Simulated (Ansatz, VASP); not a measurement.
**Rh in VASP and in Ansatz**

File INCAR:

```
SYSTEM = Rh
PREC = Accurate
ENCUT = 520
EDIFF = 1E-7
ISMEAR = 0
SIGMA = 0.15
LREAL = .False.
LASPH = .True.
NELM = 80
ALGO = Fast
ISIF = 2
LWAVE = .False.
LCHARG = .True.
GGA = PS
LELF = .True.
LVHAR = .True.
NBANDS = 22
```

Contents of KPOINTS:

```
regular mesh
0
Gamma
  18 18 12
  0 0 0
```

The input POSCAR:

```
Rh
1.0
    2.7309790422      0.0000000000      0.0000000000
   -1.3654895211      2.3650972278      0.0000000000
    0.0000000000      0.0000000000      4.4284890000
Rh
2
Direct
    0.6983778366      0.3967556731      0.6822568036
    0.3333333333      0.6666666667      0.2500000000
```

Input for Ansatz:

```yaml
crystal:
  lattice:
    - [2.7309790422, 0.0, 0.0]
    - [-1.3654895211, 2.3650972278, 0.0]
    - [0.0, 0.0, 4.428489]
  atoms:
    - { symbol: Rh, position: [0.6983778366, 0.3967556731, 0.6822568036] }
    - { symbol: Rh, position: [0.3333333333, 0.6666666667, 0.25] }
basis:
  ecutwfc: 420
kpoints:
  mp_grid: { grid: [18, 18, 12] }
hamiltonian:
  xc: pbesol
scf:
  occupations: { method: gaussian, width: 0.15 }
output:
  forces: true
  stress: true
  eigenvalues: true
```

Alike in both runs: task single point; functional PBEsol; k mesh 18 × 18 × 12; occupations gaussian, width 0.15 eV; no spin polarisation.

|  | VASP | Ansatz |
| --- | --- | --- |
| version | VASP 6.6.1 | Ansatz 0.2.0 |
| potentials or method | VASP PAW PBE potentials, release 64 (Rh_pv), cutoff 520 eV | scalar-relativistic, plane waves, PAW |
| valence electrons in the cell | 30 | 34 |

Ansatz gave:

| Item | Value |
| --- | --- |
| gap on the k mesh at the Fermi level (eV) | none |
| pressure (GPa) | -0.4 |
| traceless stress, the component that is largest in VASP (GPa) | -6.05 |
| rms of the force components (eV/Å) | 1.783 |

Task: What did VASP give for the same quantities?

Result: gap on the k mesh at the Fermi level (eV): none; pressure (GPa): -0.4; traceless stress, the component that is largest in VASP (GPa): -6.10; rms of the force components (eV/Å): 1.796.

VASP's potentials were made for PBE, not for PBEsol. Atom by atom the forces differ by 0.014 eV/Å (rms over components). A gap of «none» marks a metal or a gap that the smearing closes. VASP's potentials hold 30 valence electrons a cell and Ansatz's 34, so a difference there can come from the potentials and not from the codes.
